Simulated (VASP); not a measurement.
The system is Cu.

```xyz
1
Lattice="-1.4346 1.4346 1.4346 1.4346 -1.4346 1.4346 1.4346 1.4346 -1.4346" Properties=species:S:1:pos:R:3 pbc="T T T"
Cu    0.0000    0.0000    0.0000
```

This isn't the form of Cu at room conditions, which is fcc.

| Item | Value |
| --- | --- |
| Program | VASP 6.6.1 |
| Task | relaxation of cell and atoms |
| Functional | BLYP |
| Potentials or basis | VASP PAW PBE potentials, release 64 (Cu_sv_GW) |
| Cutoff | 820 eV |
| k mesh | 15 × 15 × 15 |
| Occupations | fermi-dirac, width 0.1 eV |
| Spin | no spin polarisation |

At the start: pressure 9.5 GPa; volume 11.81 Å³/atom.

**Question.** How do energy, volume and symmetry change on relaxing?

**Answer.** Over 3 steps the energy falls by 20.8 meV/atom and the volume is 12.56 Å³/atom (+6.3 %); space group Im-3m (No. 229, to 0.1 Å) before and after.

Step by step:
```csv
step,energy change (eV),largest force (eV/Å),pressure (GPa),volume (Å³)
1,0.0000,0.0000,9.50,11.81
2,-0.0133,0.0000,-4.71,13.05
3,-0.0208,0.0000,-0.12,12.56
```

Final structure:
```xyz
1
Lattice="-1.4642 1.4642 1.4642 1.4642 -1.4642 1.4642 1.4642 1.4642 -1.4642" Properties=species:S:1:pos:R:3 pbc="T T T"
Cu    0.0000    0.0000    0.0000
```

Caveat: the PAW data sets were made with another functional, which shifts forces and pressure a little.
